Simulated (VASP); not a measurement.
# Ru (Fm-3m) in VASP: a series of runs

Ru is run at these levels: RPBE; tasks: single point, relaxation of cell and atoms.

All numbers are computed with VASP 6.6.1; they aren't measurements. Logs are shortened: lines on timing, memory, paths and dates and some standing lists are left out, and cuts for length are marked.

## (1) The cell of the first run

It takes space group Fm-3m (No. 225, cubic). The conventional cell has a = 3.831 Å, b = 3.831 Å, c = 3.831 Å, α = 90.00°, β = 90.00°, γ = 90.00°. Within 3.6 Å of Ru (site symmetry m-3m) lie 12 Ru at 2.71 Å.

## (2) Single point, RPBE

Contents of INCAR:

```
SYSTEM = Ru
PREC = Accurate
ENCUT = 520
EDIFF = 1E-7
ISMEAR = -1
SIGMA = 0.1
LREAL = .False.
LASPH = .True.
NELM = 80
ALGO = Normal
ISIF = 2
LWAVE = .False.
LCHARG = .False.
GGA = RP
NBANDS = 13
```

Contents of KPOINTS:

```
regular mesh
0
Gamma
  16 16 16
  0 0 0
```

Contents of POSCAR:

```
Ru
1.0
    0.0000000000      1.9154171000      1.9154171000
    1.9154171000      0.0000000000      1.9154171000
    1.9154171000      1.9154171000      0.0000000000
Ru
1
Direct
    0.0000000000      0.0000000000      0.0000000000
```

Potentials or basis: VASP PAW PBE potentials, release 64 (Ru_pv).

Run with:

```bash
$ cat potpaw_PBE.64/Ru_pv/POTCAR > POTCAR
$ mpirun -np 1 vasp_std > vasp.out
```

OUTCAR:

```text
SYSTEM = Ru
   PREC = Accurate
   ENCUT = 520
   EDIFF = 1E-7
   ISMEAR = -1
   LREAL = .False.
   LASPH = .True.
   NELM = 80
   ISIF = 2
   GGA = RP

 ion  position               nearest neighbor table
   1  0.000  0.000  0.000-

  LATTYP: Found a face centered cubic cell.
 ALAT       =     3.8308342000

  Lattice vectors:

 A1 = (   0.0000000000,   1.9154171000,   1.9154171000)
 A2 = (   1.9154171000,   0.0000000000,   1.9154171000)
 A3 = (   1.9154171000,   1.9154171000,   0.0000000000)

Analysis of symmetry for initial positions (statically):
=====================================================================
 Subroutine PRICEL returns:
 Original cell was already a primitive cell.

 Routine SETGRP: Setting up the symmetry group for a
 face centered cubic supercell.

 Subroutine GETGRP returns: Found 48 space group operations
[... 9 lines left out ...]

 Routine SETGRP: Setting up the symmetry group for a
 face centered cubic supercell.

 Subroutine GETGRP returns: Found 48 space group operations
[... 11 lines left out ...]
                                     Primitive cell

  volume of cell :      14.0547

  direct lattice vectors                    reciprocal lattice vectors
     0.000000000  1.915417100  1.915417100    -0.261039750  0.261039750  0.261039750
     1.915417100  0.000000000  1.915417100     0.261039750 -0.261039750  0.261039750
     1.915417100  1.915417100  0.000000000     0.261039750  0.261039750 -0.261039750

  length of vectors
     2.708808840  2.708808840  2.708808840     0.452134109  0.452134109  0.452134109

  position of ions in fractional coordinates (direct lattice)
     0.000000000  0.000000000  0.000000000

  ion indices of the primitive-cell ions
   primitive index   ion index
                 1           1

----------------------------------------------------------------------------------------

 KPOINTS: regular mesh

Automatic generation of k-mesh.
 Grid dimensions read from file:
 generate k-points for:   16   16   16

 Generating k-lattice:

  Cartesian coordinates                     Fractional coordinates (reciprocal lattice)
    -0.016314984  0.016314984  0.016314984     0.062500000  0.000000000  0.000000000
     0.016314984 -0.016314984  0.016314984     0.000000000  0.062500000  0.000000000
     0.016314984  0.016314984 -0.016314984     0.000000000  0.000000000  0.062500000

  Length of vectors
     0.028258382  0.028258382  0.028258382

  Shift w.r.t. Gamma in fractional coordinates (k-lattice)
     0.000000000  0.000000000  0.000000000

 Subroutine IBZKPT returns following result:
 ===========================================

 Found    145 irreducible k-points:

 Following reciprocal coordinates:
            Coordinates               Weight
  0.000000  0.000000  0.000000      1.000000
  0.062500  0.000000  0.000000      8.000000
  0.125000  0.000000  0.000000      8.000000
  0.187500  0.000000  0.000000      8.000000
  0.250000  0.000000  0.000000      8.000000
  0.312500  0.000000  0.000000      8.000000
[... 16 lines left out ...]
 -0.125000  0.062500  0.000000     24.000000
 -0.062500  0.062500  0.000000     12.000000
 [... further k-points ...]
   k-points           NKPTS =    145   k-points in BZ     NKDIM =    145   number of bands    NBANDS=     13
   number of dos      NEDOS =    301   number of ions     NIONS =      1
   total plane-waves  NPLWV =   8000
   dimension x,y,z NGX =    20 NGY =   20 NGZ =   20
   dimension x,y,z NGXF=    40 NGYF=   40 NGZF=   40
   ions per type =               1
   NGX,Y,Z   is equivalent  to a cutoff of  12.27, 12.27, 12.27 a.u.
   NGXF,Y,Z  is equivalent  to a cutoff of  24.55, 24.55, 24.55 a.u.
 SYSTEM =  Ru
   PREC   = accura    normal or accurate (medium, high low for compatibility)
   ISTART =      0    job   : 0-new  1-cont  2-samecut
   ICHARG =      2    charge: 1-file 2-atom 10-const
   ISPIN  =      1    spin polarized calculation?
   LNONCOLLINEAR =      F non collinear calculations
   LSORBIT =      F    spin-orbit coupling
   LASPH  =      T    aspherical Exc in radial PAW
   ENCUT  =  520.0 eV  38.22 Ry    6.18 a.u.   5.04  5.04  5.04*2*pi/ulx,y,z
   NELM   =     80;   NELMIN=  2; NELMDL= -5     # of ELM steps
   EDIFF  = 0.1E-06   stopping-criterion for ELM
   LREAL  =      F    real-space projection
   EDIFFG = 0.1E-05   stopping-criterion for IOM
   NSW    =      0    number of steps for IOM
   IBRION =     -1    ionic relax: 0-MD 1-quasi-New 2-CG
   NFREE  =      0    steps in history (QN), initial steepest desc. (CG)
   ISIF   =      2    stress and relaxation
   ISYM   =      2    0-nonsym 1-usesym 2-fastsym
   POTIM  = 0.5000    time-step for ionic-motion
   TEBEG  =    0.0;   TEEND  =   0.0 temperature during run
   PSTRESS=    0.0 pullay stress
   NELECT =      14.0000    total number of electrons
   NUPDOWN=      -1.0000    fix difference up-down
   EMIN   =  10.00;   EMAX   =-10.00  energy-range for DOS
   EFERMI =   0.00;   METHOD = LEGACY
   ISMEAR =    -1;   SIGMA  =   0.10  broadening in eV -4-tet -1-fermi 0-gaus
   EFERMI_NEDOS =   21; number of points for ismear=-14 and -15
   IALGO  =     38    algorithm
   IMIX   =      4    mixing-type and parameters
     AMIX     =   0.40;   BMIX     =  1.00
     AMIX_MAG =   1.60;   BMIX_MAG =  1.00
  volume/ion in A,a.u.               =      14.05        94.85
  Fermi-wavevector in a.u.,A,eV,Ry     =   1.634974  3.089653 36.370272  2.673140
  Thomas-Fermi vector in A             =   2.726524
   LORBIT       =      0    0 simple, 1 ext, 2 COOP (PROOUT), +10 PAW based schemes
   GGA     = RP    functional components
   LHFCALC =     F    Hartree Fock is set to
   AEXX    =    0.0000 exact exchange contribution
   IVDW    =     0    specifies the selected vdW correction
   LEPSILON=     F    determine dielectric tensor
   LRPA    =     F    only Hartree local field effects (RPA)
 non-spin polarized calculation
  energy-cutoff  :      520.00
  volume of cell :       14.05
 maximum number of plane-waves:       391
   NGX =  9   NGY =  9   NGZ =  9

 number of electron      13.9999998 magnetization

 Free energy of the ion-electron system (eV)
  ---------------------------------------------------
  ext. energy  EPLUGINS =         0.00000000
  ---------------------------------------------------
  free energy    TOTEN  =        -8.49479542 eV

  energy without entropy =       -8.45658194  energy(sigma->0) =       -8.47568868

 E-fermi :  12.2388     XC(G=0): -13.8285

 val. band max:       12.2275003096   @ k =  -0.3750   0.3750   0.0625
 cond. band min:      12.2394720311   @ k =   0.1875   0.0625   0.0000
 fundamental gap:      0.0119717214
 Fermi energy:        12.2388318405

 k-point     1 :       0.0000    0.0000    0.0000
  band No.  band energies     occupation
      1     -30.2146      2.00000
      2     -30.2146      2.00000
      3     -30.2146      2.00000
      4       4.5412      2.00000
      5       9.7690      2.00000
      6       9.7690      2.00000
      7       9.7690      2.00000
      8      12.0850      1.64651
      9      12.0850      1.64651
     10      22.8884      0.00000
     11      27.2832      0.00000
     12      32.8579      0.00000
     13      32.8579      0.00000

 k-point     2 :       0.0625    0.0000    0.0000
  band No.  band energies     occupation
      1     -30.2525      2.00000
      2     -30.2196      2.00000
      3     -30.2196      2.00000
      4       4.7023      2.00000
      5       9.6865      2.00000
      6       9.8358      2.00000
      7       9.8358      2.00000
      8      12.0431      1.75254
      9      12.0431      1.75254
     10      22.8883      0.00000
     11      27.5475      0.00000
     12      32.0524      0.00000
     13      33.1158      0.00000

 k-point     3 :       0.1250    0.0000    0.0000
  band No.  band energies     occupation
      1     -30.3594      2.00000
      2     -30.2337      2.00000
      3     -30.2337      2.00000
      4       5.1568      2.00000
      5       9.4905      2.00000
      6      10.0024      2.00000
      7      10.0024      2.00000
      8      11.9621      1.88180
      9      11.9621      1.88180
     10      22.8882      0.00000
     11      28.2479      0.00000
     12      30.4834      0.00000
     13      33.8616      0.00000

 k-point     4 :       0.1875    0.0000    0.0000
  band No.  band energies     occupation
      1     -30.5173      2.00000
      2     -30.2547      2.00000
      3     -30.2547      2.00000
      4       5.7947      2.00000
      5       9.3389      2.00000
      6      10.1543      2.00000
      7      10.1543      2.00000
      8      11.9786      1.86197
      9      11.9786      1.86197
     10      22.8881      0.00000
     11      28.7785      0.00000
     12      29.1274      0.00000
     13      35.0132      0.00000

 k-point     5 :       0.2500    0.0000    0.0000
  band No.  band energies     occupation
      1     -30.7005      2.00000
      2     -30.2794      2.00000
      3     -30.2794      2.00000
      4       6.3609      2.00000
      5       9.5228      2.00000
      6      10.1508      2.00000
      7      10.1508      2.00000
      8      12.2468      0.96035
      9      12.2468      0.96035
     10      22.8881      0.00000
     11      27.2325      0.00000
     12      29.3735      0.00000
     13      36.3975      0.00000

 k-point     6 :       0.3125    0.0000    0.0000
  band No.  band energies     occupation
      1     -30.8804      2.00000
      2     -30.3039      2.00000
      3     -30.3039      2.00000
      4       6.5819      2.00000
      5      10.0051      2.00000
      6      10.0051      2.00000
      7      10.3083      2.00000
      8      12.7365      0.01371
      9      12.7365      0.01371
     10      22.8882      0.00000
     11      25.6445      0.00000
     12      28.7110      0.00000
     13      36.2318      0.00000

 k-point     7 :       0.3750    0.0000    0.0000
  band No.  band energies     occupation
      1     -31.0305      2.00000
      2     -30.3246      2.00000
      3     -30.3246      2.00000
      4       6.5426      2.00000
      5       9.8290      2.00000
      6       9.8290      2.00000
      7      11.5219      1.99846
      8      13.2773      0.00006
      9      13.2773      0.00006
     10      22.8879      0.00000
     11      23.9965      0.00000
     12      27.7493      0.00000
     13      34.6133      0.00000
[... 193 lines left out ...]
 k-point    20 :      -0.3125    0.0625    0.0000
  band No.  band energies     occupation
      1     -30.9299      2.00000
      2     -30.3498      2.00000
      3     -30.3033      2.00000
      4       6.7207      2.00000
      5       9.8703      2.00000
      6      10.0273      2.00000
      7      10.4012      2.00000
      8      12.5756      0.06663
      9      13.5689      0.00000
     10      22.8881      0.00000
     11      25.1906      0.00000
     12      28.5381      0.00000
     13      34.0564      0.00000

 k-point    21 :      -0.2500    0.0625    0.0000
  band No.  band energies     occupation
      1     -30.7629      2.00000
      2     -30.3264      2.00000
      3     -30.2774      2.00000
      4       6.6170      2.00000
      5       9.4971      2.00000
      6      10.1053      2.00000
      7      10.2080      2.00000
      8      12.0039      1.82578
      9      12.9319      0.00195
     10      22.8881      0.00000
     11      26.8385      0.00000
     12      29.3879      0.00000
     13      34.9814      0.00000

 k-point    22 :      -0.1875    0.0625    0.0000
  band No.  band energies     occupation
      1     -30.5846      2.00000
      2     -30.2984      2.00000
      3     -30.2527      2.00000
      4       6.1422      2.00000
      5       9.1963      2.00000
      6      10.2094      2.00000
      7      10.2714      2.00000
      8      11.6651      1.99357
      9      12.4421      0.23157
     10      22.8882      0.00000
     11      28.3883      0.00000
     12      29.4547      0.00000
     13      34.2896      0.00000

 k-point    23 :      -0.1250    0.0625    0.0000
  band No.  band energies     occupation
      1     -30.4227      2.00000
      2     -30.2694      2.00000
      3     -30.2330      2.00000
      4       5.4904      2.00000
      5       9.3104      2.00000
      6      10.1232      2.00000
      7      10.1511      2.00000
      8      11.6772      1.99275
      9      12.1894      1.24240
     10      22.8882      0.00000
     11      28.7348      0.00000
     12      29.9219      0.00000
     13      33.4609      0.00000

 k-point    24 :      -0.0625    0.0625    0.0000
  band No.  band energies     occupation
      1     -30.3055      2.00000
      2     -30.2417      2.00000
      3     -30.2214      2.00000
      4       4.9627      2.00000
      5       9.5354      2.00000
      6       9.9277      2.00000
      7       9.9789      2.00000
      8      11.8640      1.95396
      9      12.1078      1.57509
     10      22.8882      0.00000
     11      27.9635      0.00000
     12      31.2852      0.00000
     13      33.0313      0.00000

 [... further k-points ...]
[... 5 lines left out ...]
  --------------------------------------------------------------------------------------
  -------------------------------------------------------------------------------------
  Total       -0.0141321     -0.0141321     -0.0141321      0.0000000      0.0000000      0.0000000
  in kB       -1.6110078     -1.6110078     -1.6110078      0.0000000      0.0000000      0.0000000
  external PRESSURE =      -1.6110078 kB  Pullay stress =       0.0000000 kB

 VOLUME and BASIS-vectors are now :
 -----------------------------------------------------------------------------
  energy-cutoff  :      520.00
  volume of cell :       14.05
      direct lattice vectors                 reciprocal lattice vectors
     0.000000000  1.915417100  1.915417100    -0.261039750  0.261039750  0.261039750
     1.915417100  0.000000000  1.915417100     0.261039750 -0.261039750  0.261039750
     1.915417100  1.915417100  0.000000000     0.261039750  0.261039750 -0.261039750

 POSITION                                       TOTAL-FORCE (eV/Angst)
 -----------------------------------------------------------------------------------
      0.00000      0.00000      0.00000         0.000000      0.000000      0.000000
 -----------------------------------------------------------------------------------
    total drift:                                0.000000      0.000000      0.000000

  FREE ENERGIE OF THE ION-ELECTRON SYSTEM (eV)
  ---------------------------------------------------
  free  energy   TOTEN  =        -8.4947954182 eV

  energy  without entropy=       -8.4565819432  energy(sigma->0) =       -8.47568868
```

It took 12 s on 1 thread of Intel Xeon Platinum 8488C (Sapphire Rapids), shared host; peak memory 0.14 GiB.

Results:

```yaml
Free_energy: -8.4948 eV
Pressure: -0.2 GPa
Band_gap_on_the_k_mesh: zero (band 7 reaches 14.34 eV, above the bottom of band 8 at 10.95 eV)
```

Levels at points of the mesh, in eV from the Fermi level:
| k point | band 5 | band 6 | band 7 | band 8 | band 9 | band 10 |
| --- | --- | --- | --- | --- | --- | --- |
| (0.00, 0.00, 0.00) | -2.47 | -2.47 | -2.47 | -0.15 | -0.15 | 10.65 |
| (0.50, 0.00, 0.00) | -2.59 | -2.59 | 0.99 | 1.61 | 1.61 | 9.67 |
| (0.50, 0.50, 0.00) | -5.64 | 1.57 | 2.10 | 2.10 | 3.56 | 10.65 |

Caveat: the PAW data sets were made with another functional, which shifts forces and pressure a little.

## (3) Single point, RPBE (volume scaled by 1.04)

Contents of INCAR:

```
PREC     = Accurate       # precision mode
ENCUT    = 520            # plane-wave cutoff, eV
EDIFF    = 1E-7           # SCF threshold, eV
ISMEAR   = -1             # smearing method
SIGMA    = 0.1            # smearing width, eV
LREAL    = False          # projectors in reciprocal space
LASPH    = True           # aspherical terms in the spheres
NELM     = 80             # most SCF steps
ALGO     = Normal         # electronic algorithm
ISIF     = 2              # what is computed and relaxed
LWAVE    = False          # write WAVECAR
LCHARG   = False          # write CHGCAR
GGA      = RP             # functional
NBANDS   = 13             # bands
```

Contents of KPOINTS:

```
regular mesh
0
Gamma
  16 16 16
```

Contents of POSCAR:

```
Ru
1.0
    0.0000000000      1.9406228471      1.9406228471
    1.9406228471      0.0000000000      1.9406228471
    1.9406228471      1.9406228471      0.0000000000
Ru
1
Direct
    0.0000000000      0.0000000000      0.0000000000
```

Potentials or basis: VASP PAW PBE potentials, release 64 (Ru_pv).

Run with:

```bash
$ cat potpaw_PBE.64/Ru_pv/POTCAR > POTCAR
$ mpirun -np 1 vasp_std > vasp.out
```

Run time: 12 s. Hardware: 1 thread of Intel Xeon Platinum 8488C (Sapphire Rapids), shared host; peak memory 0.14 GiB.

Results (log left out):

| Quantity | Value |
| --- | --- |
| Free energy | -8.4759 eV |
| Pressure | -10.4 GPa |
| Band gap on the k mesh | zero (band 7 reaches 13.53 eV, above the bottom of band 8 at 10.35 eV) |

Levels at points of the mesh, in eV from the Fermi level:
```tsv
k point	band 5	band 6	band 7	band 8	band 9	band 10
(0.00, 0.00, 0.00)	-2.33	-2.33	-2.33	-0.15	-0.15	10.71
(0.50, 0.00, 0.00)	-2.43	-2.43	0.98	1.51	1.51	9.20
(0.50, 0.50, 0.00)	-5.33	1.47	1.97	1.97	3.44	10.71
```

Caveat: the PAW data sets were made with another functional, which shifts forces and pressure a little.

## (4) Single point, RPBE (volume scaled by 1.08)

Contents of INCAR:

```
PREC = Accurate ; ENCUT = 520
EDIFF = 1E-6 ; ISMEAR = -1
SIGMA = 0.1 ; LREAL = False
LASPH = True ; NELM = 60
ALGO = Normal ; ISIF = 2
LWAVE = False ; LCHARG = False
GGA = RP ; NBANDS = 13
```

Contents of KPOINTS:

```
Automatic mesh
0
Gamma
  16 16 16
```

Contents of POSCAR:

```
Ru
1.0
    0.0000000000      1.9651903013      1.9651903013
    1.9651903013      0.0000000000      1.9651903013
    1.9651903013      1.9651903013      0.0000000000
Ru
1
Direct
    0.0000000000      0.0000000000      0.0000000000
```

Run with:

```bash
$ cat potpaw_PBE.64/Ru_pv/POTCAR > POTCAR
$ mpirun -np 1 vasp_std > vasp.out
```

Wall time 12 s (1 thread of Intel Xeon Platinum 8488C (Sapphire Rapids), shared host); peak memory 0.15 GiB.

The run converged. Its results:

| Item | Value |
| --- | --- |
| Free energy | -8.4251 eV |
| Pressure | -18.4 GPa |
| Band gap on the k mesh | zero (band 7 reaches 12.78 eV, above the bottom of band 8 at 9.79 eV) |

Levels at points of the mesh, in eV from the Fermi level:
```
           k point  band 5  band 6  band 7  band 8  band 9  band 10
(0.00, 0.00, 0.00)   -2.20   -2.20   -2.20   -0.15   -0.15    10.77
(0.50, 0.00, 0.00)   -2.29   -2.29    0.97    1.42    1.42     8.77
(0.50, 0.50, 0.00)   -5.04    1.38    1.84    1.84    3.35    10.77
```

Caveat: the PAW data sets were made with another functional, which shifts forces and pressure a little.

(Part 1 of 2 ends here.)
